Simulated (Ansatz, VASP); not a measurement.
**One calculation of PbS, two programs**

```xyz
4
Lattice="4.2355 0.0000 0.0000 -2.1177 3.6680 0.0000 0.0000 0.0000 7.5039" Properties=species:S:1:pos:R:3 pbc="T T T"
Pb    0.0000    0.0000    0.0000
Pb    0.0000    0.0000    3.7520
S     0.0000    2.4454    1.8760
S     2.1177    1.2227    5.6279
```

Alike in both runs: task single point; functional PBE; k mesh 6 × 6 × 4; occupations fermi-dirac, width 0.02 eV; no spin polarisation.

|  | VASP | Ansatz |
| --- | --- | --- |
| version | VASP 6.6.1 | Ansatz 0.2.0 |
| potentials or method | VASP PAW PBE potentials, release 64 (Pb_d, S) | plane waves, PAW |
| plane-wave cutoff (eV) | 520 | 420 |
| valence electrons in the cell | 40 | 40 |

|  | VASP | Ansatz | Ansatz less VASP |
| --- | --- | --- | --- |
| pressure (GPa) | -2.7 | -2.7 | +0.06 |
| traceless stress, the component that is largest in VASP (GPa) | -0.42 | -0.42 | +0.003 |

The functional is the same, so the differences come from potentials, cutoffs and numerics.

Neither program's run includes spin-orbit coupling.
